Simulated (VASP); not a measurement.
Set up this calculation in VASP 6.6.1, as the native input.

```yaml
Task: single point
Functional: PBEsol
Potentials_or_basis: VASP PAW PBE potentials, release 64 (V_sv, H)
Cutoff: 500 eV
k_mesh: 10 × 10 × 10
Occupations: methfessel-paxton, width 0.02 eV
Spin: collinear spin, ferromagnetic start
Starting_moments: "[1.5, 0.0, 0.0] μB"
Dipole_correction: no
Further_INCAR_settings: ALGO = Normal; EDIFF = 1e-06; NBANDS = 18
```

The structure of VH2 lies in POSCAR:

```
VH2
1.0
    0.0000000000      2.0816643033      2.0816643033
    2.0816643033      0.0000000000      2.0816643033
    2.0816643033      2.0816643033      0.0000000000
V H
1 2
Direct
    0.0000000000      0.0000000000      0.0000000000
    0.2500000000      0.2500000000      0.2500000000
    0.7500000000      0.7500000000      0.7500000000
```

The input as run:

INCAR

```
PREC = Accurate
ENCUT = 500
EDIFF = 1E-6
ISMEAR = 1
SIGMA = 0.02
LREAL = False
LASPH = True
NELM = 200
ALGO = Normal
ISIF = 2
LWAVE = False
LCHARG = False
ISPIN = 2
MAGMOM = 1.5 0 0
LORBIT = 11
LMAXMIX = 4
GGA = PS
NBANDS = 18
GGA_COMPAT = False
```

KPOINTS

```
regular mesh
0
Gamma
  10 10 10
```

Potentials or basis: VASP PAW PBE potentials, release 64 (V_sv, H).

Run with:

```console
$ cat potpaw_PBE.64/V_sv/POTCAR potpaw_PBE.64/H/POTCAR > POTCAR
$ mpirun -np 1 vasp_std > vasp.out
```

Results of the run:

```json
{
 "Pressure": "-0.1 GPa",
 "Net moment": "0.00 μB per cell",
 "Valence electrons inside the program's atomic spheres": "V 11.71; H 0.61"
}
```

Caveat: the PAW data sets were made with another functional, which shifts forces and pressure a little.

Run time: 18 s on 1 thread of Intel(R) Xeon(R) Platinum 8488C (Sapphire Rapids) (shared host), peak memory 0.15 GiB.
